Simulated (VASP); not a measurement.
Here is a VASP 6.6.1 calculation.

Contents of INCAR:

```
PREC = Accurate ; ENCUT = 520
EDIFF = 1E-7 ; ISMEAR = 0
SIGMA = 0.15 ; LREAL = F
LASPH = T ; NELM = 80
ALGO = Fast ; ISIF = 2
LWAVE = F ; LCHARG = F
GGA = PE ; NBANDS = 13
```

File KPOINTS:

```
Automatic mesh
0
Gamma
  26 26 26
```

File POSCAR:

```
W
1.0
   -1.6395327021      1.6395327021      1.5917793224
    1.6395327021     -1.6395327021      1.5917793224
    1.6395327021      1.6395327021     -1.5917793224
W
1
Direct
    0.0000000000      0.0000000000      0.0000000000
```

Potentials or basis: VASP PAW PBE potentials, release 64 (W_sv).

Command:

```sh
$ cat potpaw_PBE.64/W_sv/POTCAR > POTCAR
$ mpirun -np 1 vasp_std > vasp.out
```

Problem. Estimate the band gap on the k mesh.

Solution. Zero (bands 7 and 8 overlap by 5.67 eV).

Problem. Estimate the pressure.

Solution. -15.4 GPa.

Stress tensor (GPa, compression positive):
```
-18.03   0.00   0.00
  0.00 -18.03   0.00
  0.00   0.00 -10.00
```

Caveat: the cell differs from its parent crystal (strain +0.030 along x and y, +0.000 along z); the cell stands under tension; spin-orbit coupling is left out, which moves the levels of the heavy elements.
